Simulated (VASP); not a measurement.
# HfN (Fm-3m) in VASP: notebook, part 3 of 3

VASP 6.6.1. Earlier steps stand in the parts before.

## (6) Vibrations by perturbation theory, PBEsol

This run uses another cell than the first one, of 11.07 Å³/atom, 0.991 times its volume.

The input, INCAR:

```
  ALGO = Normal
  EDIFF = 1E-8
  ENCUT = 520
  GGA = PS
  IBRION = 8
  ISIF = 2
  ISMEAR = -1
  LASPH = T
  LCHARG = F
  LREAL = F
  LWAVE = F
  NELM = 100
  NSW = 1
  PREC = Accurate
  SIGMA = 0.15
```

The input, KPOINTS:

```
k-points
0
Gamma
  16 16 16
```

The input, POSCAR:

```
HfN
1.0
    0.0000000000      2.2289081065      2.2289081065
    2.2289081065      0.0000000000      2.2289081065
    2.2289081065      2.2289081065      0.0000000000
Hf N
1 1
Direct
    0.0000000000      0.0000000000      0.0000000000
    0.5000000000      0.5000000000      0.5000000000
```

Potentials or basis: VASP PAW PBE potentials, release 64 (Hf_pv, N).

Started as:

```bash
$ cat potpaw_PBE.64/Hf_pv/POTCAR potpaw_PBE.64/N/POTCAR > POTCAR
$ mpirun -np 1 vasp_std > vasp.out
```

OUTCAR:

```text
EDIFF = 1E-8
   ENCUT = 520
   GGA = PS
   IBRION = 8
   ISIF = 2
   ISMEAR = -1
   LASPH = T
   LREAL = F
   NELM = 100
   NSW = 1
   PREC = Accurate

 ion  position               nearest neighbor table
   1  0.000  0.000  0.000-   2 2.23   2 2.23   2 2.23   2 2.23   2 2.23   2 2.23
   2  0.500  0.500  0.500-   1 2.23   1 2.23   1 2.23   1 2.23   1 2.23   1 2.23

  LATTYP: Found a face centered cubic cell.
 ALAT       =     4.4578162130

  Lattice vectors:

 A1 = (   0.0000000000,   2.2289081065,   2.2289081065)
 A2 = (   2.2289081065,   0.0000000000,   2.2289081065)
 A3 = (   2.2289081065,   2.2289081065,   0.0000000000)

Analysis of symmetry for initial positions (statically):
=====================================================================
 Subroutine PRICEL returns:
 Original cell was already a primitive cell.

 Routine SETGRP: Setting up the symmetry group for a
 face centered cubic supercell.

 Subroutine GETGRP returns: Found 48 space group operations
 (whereof 48 operations were pure point group operations)
 out of a pool of 48 trial point group operations.

The static configuration has the point symmetry O_h .

Analysis of symmetry for dynamics (positions and initial velocities):
=====================================================================
 Subroutine PRICEL returns:
 Original cell was already a primitive cell.

 Routine SETGRP: Setting up the symmetry group for a
 face centered cubic supercell.

 Subroutine GETGRP returns: Found 48 space group operations
 (whereof 48 operations were pure point group operations)
 out of a pool of 48 trial point group operations.

[... 518 lines left out ...]
    total drift:                                0.000000     -0.000000     -0.000000

  FREE ENERGIE OF THE ION-ELECTRON SYSTEM (eV)
  ---------------------------------------------------
  free  energy   TOTEN  =       -23.0047998093 eV

  energy  without entropy=      -22.9634952375  energy(sigma->0) =      -22.98414752

[... ionic steps 2 to 3 ...]

--------------------------------------- Ionic step        4  -------------------------------------------

------------------------ aborting loop because EDIFF is reached ----------------------------------------

[... ionic steps 5 to 6 ...]

--------------------------------------- Ionic step        7  -------------------------------------------

 Free energy of the ion-electron system (eV)
  ---------------------------------------------------
  ---------------------------------------------------
  free energy    TOTEN  =        -0.23273767 eV

  energy without entropy =       -0.23273767

------------------------ aborting loop because EDIFF is reached ----------------------------------------

 INTERNAL STRAIN TENSOR  FOR ION    2  DIRECTION 1   (eV/Angst):
 -----------------------------------------------------------------------------
     0.00662  0.00000 -0.00000
     0.00000 -0.00563  0.00000
     0.00000  0.00000 -0.00563

 INTERNAL STRAIN TENSOR FOR ION    2 for displacements in x,y,z  (eV/Angst):
          X           Y           Z          XY          YZ          ZX
  --------------------------------------------------------------------------------
  x     0.00000     0.00000     0.00000     0.00000     0.00000     0.00000
  y     0.00000     0.00000     0.00000     0.00000     0.00000     0.00000
  z     0.00000     0.00000     0.00000     0.00000     0.00000     0.00000

 SECOND DERIVATIVES (NOT SYMMETRIZED)
 ------------------------------------
               1X          1Y          1Z          2X          2Y          2Z
  1X   -13.511289    0.000000    0.000000   13.511289    0.000000    0.000000
  1Y     0.000000  -13.511289    0.000000    0.000000   13.511289    0.000000
  1Z     0.000000    0.000000  -13.511289    0.000000    0.000000   13.511289
  2X    13.528008    0.000000    0.000000  -13.528008    0.000000    0.000000
  2Y     0.000000   13.528008    0.000000    0.000000  -13.528008    0.000000
  2Z     0.000000    0.000000   13.528008    0.000000    0.000000  -13.528008

 Eigenvectors and eigenvalues of the dynamical matrix
 ----------------------------------------------------

   1 f  =   15.957574 THz   100.264397 2PiTHz  532.287389 cm-1    65.995195 meV
             X         Y         Z           dx          dy          dz
      0.000000  0.000000  0.000000    -0.265315    0.047546   -0.000000
      2.228908  2.228908  2.228908     0.947888   -0.169867   -0.000000
[... 21 lines left out ...]
   6 f/i=    0.002561 THz     0.016092 2PiTHz    0.085429 cm-1     0.010592 meV
             X         Y         Z           dx          dy          dz
      0.000000  0.000000  0.000000     0.247504   -0.923518    0.114912
      2.228908  2.228908  2.228908     0.069276   -0.258493    0.032164

--------------------------------------------------------------------------------------------------------

 ELASTIC MODULI CONTR FROM IONIC RELAXATION (kBar)
 Direction    XX          YY          ZZ          XY          YZ          ZX
 --------------------------------------------------------------------------------
 XX           0.0000      0.0000      0.0000      0.0000      0.0000      0.0000
 YY           0.0000      0.0000      0.0000      0.0000      0.0000      0.0000
 ZZ           0.0000      0.0000      0.0000      0.0000      0.0000      0.0000
 XY           0.0000      0.0000      0.0000      0.0000      0.0000      0.0000
 YZ           0.0000      0.0000      0.0000      0.0000      0.0000      0.0000
 ZX           0.0000      0.0000      0.0000      0.0000      0.0000      0.0000
 --------------------------------------------------------------------------------
```

stdout:

```text
POSCAR found type information on POSCAR HfN
 POSCAR found :  2 types and       2 ions
 scaLAPACK will be used
 -----------------------------------------------------------------------------
|                                                                             |
|                                                                             |
|     You enforced a specific xc type in the INCAR file but a different       |
|     I HOPE YOU KNOW WHAT YOU ARE DOING!                                     |
|                                                                             |
 -----------------------------------------------------------------------------

 LDA part: xc-table for (Slater+PW92), standard interpolation
 POSCAR, INCAR and KPOINTS ok, starting setup
 FFT: planning ... GRIDC
 FFT: planning ... GRID_SOFT
 FFT: planning ... GRID
 WAVECAR not read
 entering main loop
 Linear response reoptimize wavefunctions to high precision
 Linear response DOF=           2
 Linear response progress:
 first order change of Fermi-energy   0.16469E-03
 force on displaced ion       1 direction 1 : -13.511   0.000   0.000
 Linear response progress:
 first order change of Fermi-energy   0.12937E-03
 force on displaced ion       2 direction 1 : -13.528   0.000   0.000
 Linear response finished
```

It took 4.4 min on 1 thread of Intel Xeon Platinum 8375C at 2.90GHz (Ice Lake), shared host; peak memory 0.35 GiB.

Results:

* Highest phonon frequency at Γ, LO-TO splitting left out: 532 cm⁻¹

Phonon frequencies in cm⁻¹ (negative: imaginary):
```tsv
q point	frequencies
(0.000, 0.000, 0.000)	0 0 0 532 532 532
```

Caveat: the cell wasn't relaxed at this level first, which shifts response properties; the PAW data sets were made with another functional, which shifts forces and pressure a little; spin-orbit coupling is left out, which moves the levels of the heavy elements.
